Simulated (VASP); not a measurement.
A run of VASP 6.6.1 is set up as follows.

INCAR

```
SYSTEM = BeTe
  PREC = Accurate
  ENCUT = 520
  EDIFF = 1E-6
  ISMEAR = -1
  SIGMA = 0.05
  LREAL = .FALSE.
  LASPH = .TRUE.
  NELM = 100
  ALGO = Normal
  ISIF = 2
  LWAVE = .FALSE.
  LCHARG = .FALSE.
  GGA = PS
  NBANDS = 11
```

KPOINTS

```
regular mesh
0
G
  8 8 8
  0 0 0
```

Contents of POSCAR:

```
BeTe
1.0
    0.0000000000      2.7134535211      2.7134535211
    2.7134535211      0.0000000000      2.7134535211
    2.7134535211      2.7134535211      0.0000000000
Te Be
1 1
Direct
    0.7500000000      0.7500000000      0.7500000000
    0.0000000000      0.0000000000      0.0000000000
```

Potentials or basis: VASP PAW PBE potentials, release 64 (Te, Be).

Run with:

```sh
$ cat potpaw_PBE.64/Te/POTCAR potpaw_PBE.64/Be/POTCAR > POTCAR
$ mpirun -np 1 vasp_std > vasp.out
```

Estimate the band gap on the k mesh.

1.56 eV, indirect (least direct gap 3.49 eV).

Predict the pressure.

7.4 GPa.

Caveat: the PAW data sets were made with another functional, which shifts forces and pressure a little; spin-orbit coupling is left out, which moves the levels of the heavy elements. A k mesh can miss the band edges.
